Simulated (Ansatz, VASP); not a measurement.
C in VASP and in Ansatz

```
CELL_PARAMETERS angstrom
-0.00554 2.17086 3.38800
1.25355 0.00431 3.38324
1.24373 2.15768 0.00634
ATOMIC_POSITIONS crystal
C 0.17645 0.83174 0.15955
C 0.82355 0.16826 0.84045
```

Change from the starting cell: all atoms moved at random, cell strained at random.

Alike in both runs: task single point; functional PBE; k mesh 14 × 14 × 14; occupations gaussian, width 0.02 eV; no spin polarisation.

|  | VASP | Ansatz |
| --- | --- | --- |
| version | VASP 6.6.1 | Ansatz 0.2.0 |
| potentials or method | VASP PAW PBE potentials, release 64 (C), cutoff 520 eV | scalar-relativistic, plane waves, PAW |
| valence electrons in the cell | 8 | 8 |

Ansatz gave:

| Item | Value |
| --- | --- |
| gap on the k mesh at the Fermi level (eV) | 0.26 |
| least direct gap on the mesh (eV) | 0.58 |
| pressure (GPa) | -9.4 |
| traceless stress, the component that is largest in VASP (GPa) | 12.48 |
| rms of the force components (eV/Å) | 0.850 |

**Question.** Estimate VASP's values.

**Answer.** gap on the k mesh at the Fermi level (eV): 0.26; least direct gap on the mesh (eV): 0.57; pressure (GPa): -9.0; traceless stress, the component that is largest in VASP (GPa): 12.00; rms of the force components (eV/Å): 0.850.

Atom by atom the forces differ by 0.002 eV/Å (rms over components).
